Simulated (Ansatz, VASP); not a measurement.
**One calculation of BAs, two programs**

Contents of INCAR:

```
SYSTEM = BAs
PREC     = Accurate       ! precision mode
ENCUT    = 520            ! plane-wave cutoff, eV
EDIFF    = 1E-8           ! SCF threshold, eV
ISMEAR   = -1             ! smearing method
SIGMA    = 0.05           ! smearing width, eV
LREAL    = .FALSE.        ! projectors in reciprocal space
LASPH    = .TRUE.         ! aspherical terms in the spheres
NELM     = 80             ! most SCF steps
ALGO     = Normal         ! electronic algorithm
ISIF     = 2              ! what is computed and relaxed
LWAVE    = .FALSE.        ! write WAVECAR
LCHARG   = .FALSE.        ! write CHGCAR
LEFG     = .TRUE.       
NBANDS   = 11             ! bands
```

Contents of KPOINTS:

```
regular mesh
0
G
  13 13 13
  0 0 0
```

POSCAR

```
BAs
1.0
    0.0000000000      2.3964352742      2.3964352742
    2.3964352742      0.0000000000      2.3964352742
    2.3964352742      2.3964352742      0.0000000000
B As
1 1
Direct
    0.0000000000      0.0000000000      0.0000000000
    0.7500000000      0.7500000000      0.7500000000
```

Input for Ansatz:

```yaml
crystal:
  lattice:
    - [0.0, 2.3964352742, 2.3964352742]
    - [2.3964352742, 0.0, 2.3964352742]
    - [2.3964352742, 2.3964352742, 0.0]
  atoms:
    - { symbol: B, position: [0.0, 0.0, 0.0] }
    - { symbol: As, position: [0.75, 0.75, 0.75] }
kpoints:
  mp_grid: { grid: [13, 13, 13] }
scf:
  occupations: { method: fermi_dirac, width: 0.05 }
hamiltonian:
  xc: lda
  pseudopotentials: { kind: all_electron, datasets: crystal }
output:
  forces: true
  stress: true
  eigenvalues: true
  efg: { contact_densities: true }
```

Change from the starting cell: volume scaled by 1.01, crystal datasets.

Alike in both runs: task electric field gradients; functional LDA; k mesh 13 × 13 × 13; occupations fermi-dirac, width 0.05 eV; no spin polarisation.

|  | VASP | Ansatz |
| --- | --- | --- |
| version | VASP 6.6.1 | Ansatz 0.2.0 |
| potentials or method | VASP PAW LDA potentials, release 64 (B, As), cutoff 520 eV | all-electron PAW with datasets made for the crystal, scalar-relativistic |

Ansatz gave:

- pressure (GPa): -5.2

**Question.** Estimate VASP's values.

**Answer.** Pressure (GPa): -4.4.

LDA's correlation is that of Perdew and Zunger in VASP and of Perdew and Wang (1992) in Ansatz. Ansatz ran all-electron here, and VASP with PAW potentials.
